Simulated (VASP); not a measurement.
# KBr in VASP: further runs

Runs on KBr. Level: HSE06. Tasks: single point.

All numbers are computed with VASP 6.6.1; they aren't measurements. Logs are shortened: lines on timing, memory, paths and dates and some standing lists are left out, and cuts for length are marked.

## 1. The cell of the first run

Symmetry: Fm-3m, No. 225, cubic system. The conventional cell has a = 6.304 Å, b = 6.304 Å, c = 6.304 Å, α = 90.00°, β = 90.00°, γ = 90.00°. Within 4.1 Å of K (site symmetry m-3m) lie 6 Br at 3.15 Å. Within 4.1 Å of Br (site symmetry m-3m) lie 6 K at 3.15 Å.

## 2. Single point, HSE06 (strain -4.6%)

Contents of POSCAR:

```
KBr
1.0
    0.0000000000      3.1518474962      3.1518474962
    3.1518474962      0.0000000000      3.1518474962
    3.1518474962      3.1518474962      0.0000000000
K Br
1 1
Direct
    0.0000000000      0.0000000000      0.0000000000
    0.5000000000      0.5000000000      0.5000000000
```

Contents of INCAR.step1:

```
SYSTEM = KBr
ALGO = Normal ; EDIFF = 1E-5
ENCUT = 520 ; GGA = PE
ISIF = 2 ; ISMEAR = 0
LASPH = .TRUE. ; LCHARG = .FALSE.
LREAL = .FALSE. ; LWAVE = .TRUE.
NBANDS = 15 ; NELM = 60
PREC = Accurate ; SIGMA = 0.01
```

Contents of INCAR.step2:

```
SYSTEM = KBr
ALGO = Normal ; EDIFF = 1E-6
ENCUT = 520 ; GGA = PE
HFSCREEN = 0.2079 ; ISIF = 2
ISMEAR = 0 ; ISTART = 1
LASPH = .TRUE. ; LCHARG = .FALSE.
LHFCALC = .TRUE. ; LREAL = .FALSE.
LWAVE = .FALSE. ; NBANDS = 15
NELM = 60 ; PREC = Accurate
PRECFOCK = Normal ; SIGMA = 0.01
```

Contents of KPOINTS:

```
k-points
0
G
  4 4 4
  0 0 0
```

Potentials or basis: VASP PAW PBE potentials, release 64 (K_sv, Br).

On the command line:

```
cat potpaw_PBE.64/K_sv/POTCAR potpaw_PBE.64/Br/POTCAR > POTCAR
cp INCAR.step1 INCAR
mpirun -np 1 vasp_std > vasp.out
cp INCAR.step2 INCAR
mpirun -np 1 vasp_std > vasp.out
```

OUTCAR:

```text
SYSTEM = KBr
   EDIFF = 1E-6
   ENCUT = 520
   GGA = PE
   HFSCREEN = 0.2079
   ISIF = 2
   ISMEAR = 0
   ISTART = 1
   LASPH = .TRUE.
   LHFCALC = .TRUE.
   LREAL = .FALSE.
   NELM = 60
   PREC = Accurate
   PRECFOCK = Normal

 ion  position               nearest neighbor table
   1  0.000  0.000  0.000-   2 3.15   2 3.15   2 3.15   2 3.15   2 3.15   2 3.15
   2  0.500  0.500  0.500-   1 3.15   1 3.15   1 3.15   1 3.15   1 3.15   1 3.15

  LATTYP: Found a face centered cubic cell.
 ALAT       =     6.3036949924

  Lattice vectors:

 A1 = (   0.0000000000,   3.1518474962,   3.1518474962)
 A2 = (   3.1518474962,   0.0000000000,   3.1518474962)
 A3 = (   3.1518474962,   3.1518474962,   0.0000000000)

Analysis of symmetry for initial positions (statically):
=====================================================================
 Subroutine PRICEL returns:
 Original cell was already a primitive cell.

 Routine SETGRP: Setting up the symmetry group for a
 face centered cubic supercell.

 Subroutine GETGRP returns: Found 48 space group operations
 (whereof 48 operations were pure point group operations)
 out of a pool of 48 trial point group operations.

The static configuration has the point symmetry O_h .

Analysis of symmetry for dynamics (positions and initial velocities):
=====================================================================
 Subroutine PRICEL returns:
 Original cell was already a primitive cell.

 Routine SETGRP: Setting up the symmetry group for a
 face centered cubic supercell.

 Subroutine GETGRP returns: Found 48 space group operations
 (whereof 48 operations were pure point group operations)
 out of a pool of 48 trial point group operations.

The dynamic configuration has the point symmetry O_h .

 Subroutine INISYM returns: Found 48 space group operations
 (whereof 48 operations are pure point group operations),
 and found     1 'primitive' translations

----------------------------------------------------------------------------------------

                                     Primitive cell

  volume of cell :      62.6218

  direct lattice vectors                    reciprocal lattice vectors
     0.000000000  3.151847496  3.151847496    -0.158637117  0.158637117  0.158637117
     3.151847496  0.000000000  3.151847496     0.158637117 -0.158637117  0.158637117
     3.151847496  3.151847496  0.000000000     0.158637117  0.158637117 -0.158637117

  length of vectors
     4.457385476  4.457385476  4.457385476     0.274767547  0.274767547  0.274767547

[... 84 lines left out ...]
  volume/ion in A,a.u.               =      31.31       211.30
  Fermi-wavevector in a.u.,A,eV,Ry     =   1.038818  1.963082 14.682641  1.079144
  Thomas-Fermi vector in A             =   2.173320
   LORBIT       =      0    0 simple, 1 ext, 2 COOP (PROOUT), +10 PAW based schemes
   GGA     = PE    functional components
   LHFCALC =     T    Hartree Fock is set to
   PRECFOCK=normal    Normal, Fast or Accurate (Low or Medium for compatibility)
   ENCUT4O =  -1.0   cutoff for four orbital integrals eV
   NKREDX  =     1    reduce k-point grid by
   NKREDY  =     1    reduce k-point grid by
   NKREDZ  =     1    reduce k-point grid by
   AEXX    =    0.2500 exact exchange contribution
   HFSCREEN=    0.2079 screening length (either q_TF or 0.3 A-1)
   HFSCREENC=   0.2079 screening length for correlation (either q_TF or 0.3 A-1)
   ENCUTFOCK=  -1.0 apply spherical cutoff to Coloumb kernel
   IVDW    =     0    specifies the selected vdW correction
   LEPSILON=     F    determine dielectric tensor
   LRPA    =     F    only Hartree local field effects (RPA)
 non-spin polarized calculation
 Gauss-broadening in eV      SIGMA  =   0.01
  energy-cutoff  :      520.00
  volume of cell :       62.62
 maximum number of plane-waves:      1708
 NGX is ok and might be reduce to    36
  NGX = 28; NGY = 28; NGZ = 28

 number of electron      15.9999998 magnetization

 Free energy of the ion-electron system (eV)
  ---------------------------------------------------
  ext. energy  EPLUGINS =         0.00000000
  ---------------------------------------------------
  free energy    TOTEN  =        -7.05941741 eV

  energy without entropy =       -7.05941741  energy(sigma->0) =       -7.05941741

 E-fermi :  -1.8540     XC(G=0):  -6.6350

 val. band max:       -2.0107890590   @ k =   0.0000   0.0000   0.0000
 cond. band min:       4.0250022606   @ k =   0.0000   0.0000   0.0000
 fundamental gap:      6.0357913195
 Fermi energy:        -1.8539715496

 k-point     1 :       0.0000    0.0000    0.0000
  band No.  band energies     occupation
      1     -31.7117      2.00000
      2     -15.5447      2.00000
      3     -13.8472      2.00000
      4     -13.8472      2.00000
      5     -13.8472      2.00000
      6      -2.0108      2.00000
      7      -2.0108      2.00000
      8      -2.0108      2.00000
      9       4.0250      0.00000
     10       6.9693      0.00000
     11       6.9693      0.00000
     12       6.9693      0.00000
     13       8.0084      0.00000
     14       8.0084      0.00000
[... 113 lines left out ...]
      2     -15.5163      2.00000
      3     -13.9624      2.00000
      4     -13.9624      2.00000
      5     -13.7049      2.00000
      6      -2.7600      2.00000
      7      -2.7600      2.00000
      8      -2.7439      2.00000
      9       6.8004      0.00000
     10       6.8004      0.00000
     11       8.1544      0.00000
     12       9.1635      0.00000
     13      10.7952      0.00000
     14      11.0610      0.00000
     15      11.5775      0.00000

------------------------ aborting loop because EDIFF is reached ----------------------------------------

  FORCE on cell =-STRESS in cart. coord.  units (eV):
  Direction    XX          YY          ZZ          XY          YZ          ZX
  --------------------------------------------------------------------------------------
  -------------------------------------------------------------------------------------
  Total        1.4340130      1.4340130      1.4340130     -0.0000000     -0.0000000     -0.0000000
  in kB       36.6891879     36.6891879     36.6891879     -0.0000000     -0.0000000     -0.0000000
  external PRESSURE =      36.6891879 kB  Pullay stress =       0.0000000 kB

 VOLUME and BASIS-vectors are now :
 -----------------------------------------------------------------------------
  energy-cutoff  :      520.00
  volume of cell :       62.62
      direct lattice vectors                 reciprocal lattice vectors
     0.000000000  3.151847496  3.151847496    -0.158637117  0.158637117  0.158637117
     3.151847496  0.000000000  3.151847496     0.158637117 -0.158637117  0.158637117
     3.151847496  3.151847496  0.000000000     0.158637117  0.158637117 -0.158637117

 POSITION                                       TOTAL-FORCE (eV/Angst)
 -----------------------------------------------------------------------------------
      0.00000      0.00000      0.00000        -0.000000      0.000000      0.000000
      3.15185      3.15185      3.15185         0.000000     -0.000000     -0.000000
 -----------------------------------------------------------------------------------
    total drift:                               -0.000000     -0.000000     -0.000000

  FREE ENERGIE OF THE ION-ELECTRON SYSTEM (eV)
  ---------------------------------------------------
  free  energy   TOTEN  =        -7.0594174150 eV

  energy  without entropy=       -7.0594174150  energy(sigma->0) =       -7.05941741
```

Wall time 6.9 min (1 thread of AMD EPYC 7R43 (Zen 3), shared host); peak memory 0.28 GiB.

What came out:

```
Free energy            : -7.0594 eV
Pressure               : 3.7 GPa
Band gap on the k mesh : 6.04 eV
```

Caveat: the k points lie up to 0.43 Å⁻¹ apart; the cell differs from its parent crystal (strain -4.6%); the PAW data sets were made with another functional, which shifts forces and pressure a little.

## 3. Single point, HSE06

This run uses another cell than the first one, of 36.02 Å³/atom.

Contents of POSCAR:

```
KBr
1.0
    0.0000000000      3.3024387010      3.3024387010
    3.3024387010      0.0000000000      3.3024387010
    3.3024387010      3.3024387010      0.0000000000
K Br
1 1
Direct
    0.0000000000      0.0000000000      0.0000000000
    0.5000000000      0.5000000000      0.5000000000
```

Contents of INCAR.step1:

```
SYSTEM = KBr
PREC = Accurate
ENCUT = 520
EDIFF = 1E-5
ISMEAR = 0
SIGMA = 0.01
LREAL = .False.
LASPH = .True.
NELM = 60
ALGO = Normal
ISIF = 2
LWAVE = .True.
LCHARG = .False.
NBANDS = 15
GGA = PE
```

Contents of INCAR.step2:

```
SYSTEM = KBr
PREC = Accurate
ENCUT = 520
EDIFF = 1E-6
ISMEAR = 0
SIGMA = 0.01
LREAL = .False.
LASPH = .True.
NELM = 60
ALGO = Normal
ISIF = 2
LWAVE = .False.
LCHARG = .False.
GGA = PE
LHFCALC = .True.
HFSCREEN = 0.2079
PRECFOCK = Normal
NBANDS = 15
ISTART = 1
```

Contents of KPOINTS:

```
Automatic mesh
0
Gamma
  4 4 4
  0 0 0
```

Potentials or basis: VASP PAW PBE potentials, release 64 (K_sv, Br).

On the command line:

```
cat potpaw_PBE.64/K_sv/POTCAR potpaw_PBE.64/Br/POTCAR > POTCAR
cp INCAR.step1 INCAR
mpirun -np 1 vasp_std > vasp.out
cp INCAR.step2 INCAR
mpirun -np 1 vasp_std > vasp.out
```

OUTCAR:

```text
SYSTEM = KBr
   PREC = Accurate
   ENCUT = 520
   EDIFF = 1E-6
   ISMEAR = 0
   LREAL = .False.
   LASPH = .True.
   NELM = 60
   ISIF = 2
   GGA = PE
   LHFCALC = .True.
   HFSCREEN = 0.2079
   PRECFOCK = Normal
   ISTART = 1

 ion  position               nearest neighbor table
   1  0.000  0.000  0.000-
   2  0.500  0.500  0.500-

  LATTYP: Found a face centered cubic cell.
 ALAT       =     6.6048774020

  Lattice vectors:

 A1 = (   0.0000000000,   3.3024387010,   3.3024387010)
 A2 = (   3.3024387010,   0.0000000000,   3.3024387010)
 A3 = (   3.3024387010,   3.3024387010,   0.0000000000)

Analysis of symmetry for initial positions (statically):
=====================================================================
 Subroutine PRICEL returns:
 Original cell was already a primitive cell.

 Routine SETGRP: Setting up the symmetry group for a
 face centered cubic supercell.

 Subroutine GETGRP returns: Found 48 space group operations
 (whereof 48 operations were pure point group operations)
 out of a pool of 48 trial point group operations.

The static configuration has the point symmetry O_h .

Analysis of symmetry for dynamics (positions and initial velocities):
=====================================================================
 Subroutine PRICEL returns:
 Original cell was already a primitive cell.

 Routine SETGRP: Setting up the symmetry group for a
 face centered cubic supercell.

 Subroutine GETGRP returns: Found 48 space group operations
 (whereof 48 operations were pure point group operations)
 out of a pool of 48 trial point group operations.

The dynamic configuration has the point symmetry O_h .

 Subroutine INISYM returns: Found 48 space group operations
 (whereof 48 operations are pure point group operations),
 and found     1 'primitive' translations

[... 112 lines left out ...]
   ENCUTFOCK=  -1.0 apply spherical cutoff to Coloumb kernel
   IVDW    =     0    specifies the selected vdW correction
   LEPSILON=     F    determine dielectric tensor
   LRPA    =     F    only Hartree local field effects (RPA)
 non-spin polarized calculation
 Gauss-broadening in eV      SIGMA  =   0.01
  energy-cutoff  :      520.00
  volume of cell :       72.03
 maximum number of plane-waves:      1964
 NGX is ok and might be reduce to    36
  NGX = 28; NGY = 28; NGZ = 28

 number of electron      15.9999997 magnetization

 Free energy of the ion-electron system (eV)
  ---------------------------------------------------
  ext. energy  EPLUGINS =         0.00000000
  ---------------------------------------------------
  free energy    TOTEN  =        -7.16951023 eV

  energy without entropy =       -7.16951023  energy(sigma->0) =       -7.16951023

 E-fermi :  -2.4663     XC(G=0):  -6.1761

 val. band max:       -2.6214748860   @ k =   0.0000   0.0000   0.0000
 cond. band min:       2.9712572960   @ k =   0.0000   0.0000   0.0000
 fundamental gap:      5.5927321820
 Fermi energy:        -2.4663194451

 k-point     1 :       0.0000    0.0000    0.0000
  band No.  band energies     occupation
      1     -32.5927      2.00000
      2     -15.9420      2.00000
      3     -14.7164      2.00000
      4     -14.7164      2.00000
      5     -14.7164      2.00000
      6      -2.6215      2.00000
      7      -2.6215      2.00000
      8      -2.6215      2.00000
      9       2.9713      0.00000
     10       6.3460      0.00000
     11       6.3460      0.00000
     12       6.3460      0.00000
     13       7.2959      0.00000
     14       7.2959      0.00000
[... 113 lines left out ...]
      2     -15.9259      2.00000
      3     -14.7807      2.00000
      4     -14.7807      2.00000
      5     -14.6171      2.00000
      6      -3.2422      2.00000
      7      -3.2422      2.00000
      8      -3.1784      2.00000
      9       6.0282      0.00000
     10       6.0282      0.00000
     11       6.9675      0.00000
     12       7.8880      0.00000
     13       9.5401      0.00000
     14       9.9557      0.00000
     15      10.1649      0.00000

------------------------ aborting loop because EDIFF is reached ----------------------------------------

  FORCE on cell =-STRESS in cart. coord.  units (eV):
  Direction    XX          YY          ZZ          XY          YZ          ZX
  --------------------------------------------------------------------------------------
  -------------------------------------------------------------------------------------
  Total        0.2013451      0.2013451      0.2013451     -0.0000000      0.0000000      0.0000000
  in kB        4.4783436      4.4783436      4.4783436     -0.0000000      0.0000000      0.0000000
  external PRESSURE =       4.4783436 kB  Pullay stress =       0.0000000 kB

 VOLUME and BASIS-vectors are now :
 -----------------------------------------------------------------------------
  energy-cutoff  :      520.00
  volume of cell :       72.03
      direct lattice vectors                 reciprocal lattice vectors
     0.000000000  3.302438701  3.302438701    -0.151403264  0.151403264  0.151403264
     3.302438701  0.000000000  3.302438701     0.151403264 -0.151403264  0.151403264
     3.302438701  3.302438701  0.000000000     0.151403264  0.151403264 -0.151403264

 POSITION                                       TOTAL-FORCE (eV/Angst)
 -----------------------------------------------------------------------------------
      0.00000      0.00000      0.00000         0.000000      0.000000     -0.000000
      3.30244      3.30244      3.30244        -0.000000      0.000000      0.000000
 -----------------------------------------------------------------------------------
    total drift:                                0.000000      0.000000      0.000000

  FREE ENERGIE OF THE ION-ELECTRON SYSTEM (eV)
  ---------------------------------------------------
  free  energy   TOTEN  =        -7.1695102275 eV

  energy  without entropy=       -7.1695102275  energy(sigma->0) =       -7.16951023
```

OUTCAR.step1:

```text
SYSTEM = KBr
   PREC = Accurate
   ENCUT = 520
   EDIFF = 1E-5
   ISMEAR = 0
   LREAL = .False.
   LASPH = .True.
[... 347 lines left out ...]
      0.00000      0.00000      0.00000        -0.000000     -0.000000     -0.000000
      3.30244      3.30244      3.30244         0.000000      0.000000      0.000000
 -----------------------------------------------------------------------------------
    total drift:                                0.000000      0.000000      0.000000

  FREE ENERGIE OF THE ION-ELECTRON SYSTEM (eV)
  ---------------------------------------------------
  free  energy   TOTEN  =        -6.2154130509 eV

  energy  without entropy=       -6.2154130509  energy(sigma->0) =       -6.21541305
```

OSZICAR.step1:

```text
N       E                     dE             d eps       ncg     rms          rms(c)
DAV:   1     0.106476384695E+03    0.10648E+03   -0.69306E+03   240   0.945E+02
DAV:   2     0.110103487781E+01   -0.10538E+03   -0.97169E+02   317   0.238E+02
DAV:   3    -0.605581269436E+01   -0.71568E+01   -0.71098E+01   318   0.541E+01
DAV:   4    -0.638608002520E+01   -0.33027E+00   -0.33014E+00   382   0.974E+00
DAV:   5    -0.638877933067E+01   -0.26993E-02   -0.26993E-02   311   0.101E+00    0.310E+00
DAV:   6    -0.621657851844E+01    0.17220E+00   -0.21971E-01   289   0.224E+00    0.226E+00
DAV:   7    -0.620536226907E+01    0.11216E-01   -0.10700E-01   324   0.175E+00    0.103E+00
DAV:   8    -0.621434970996E+01   -0.89874E-02   -0.11488E-02   263   0.791E-01    0.120E-01
DAV:   9    -0.621508948641E+01   -0.73978E-03   -0.73753E-04   303   0.163E-01    0.762E-02
DAV:  10    -0.621539521906E+01   -0.30573E-03   -0.31289E-04   247   0.101E-01    0.125E-02
DAV:  11    -0.621541138770E+01   -0.16169E-04   -0.26493E-05   297   0.285E-02    0.573E-03
DAV:  12    -0.621541305094E+01   -0.16632E-05   -0.40871E-06   183   0.132E-02
   1 F= -.62154131E+01 E0= -.62154131E+01  d E =-.263152E-16
```

It took 8.5 min on 1 thread of AMD EPYC 7R43 (Zen 3), shared host; peak memory 0.28 GiB.

What came out:

```
Free energy            : -7.1695 eV
Pressure               : 0.4 GPa
Band gap on the k mesh : 5.59 eV
```

Caveat: the PAW data sets were made with another functional, which shifts forces and pressure a little.

(Part 1 of 2 ends here.)
